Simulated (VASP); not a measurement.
Crystal: Sn.

```
CELL_PARAMETERS angstrom
-2.94014 2.94014 1.59930
2.94014 -2.94014 1.59930
2.94014 2.94014 -1.59930
ATOMIC_POSITIONS crystal
Sn 0.00000 0.00000 0.00000
Sn 0.75000 0.25000 0.50000
```

Base run:

| Item | Value |
| --- | --- |
| Program | VASP 6.6.1 |
| Functional | BLYP |
| Potentials or basis | VASP PAW PBE potentials, release 64 (Sn_d) |
| Cutoff | 500 eV |
| k mesh | 9 × 9 × 9 |
| Occupations | methfessel-paxton, width 0.05 eV |
| Spin | no spin polarisation |

Its results: band gap on the k mesh zero (bands 14 and 15 overlap by 3.86 eV); pressure 5.7 GPa.

Q: The run is repeated on the same cell with these changes: occupations from methfessel-paxton, width 0.05 eV to methfessel-paxton, width 0.15 eV; dispersion from none to D4. What comes out?

A: Band gap on the k mesh zero (bands 14 and 15 overlap by 3.86 eV); pressure 1.3 GPa.

Caveats: the PAW data sets were made with another functional, which shifts forces and pressure a little; spin-orbit coupling is left out, which moves the levels of the heavy elements; the cell stands under pressure (at least some runs).
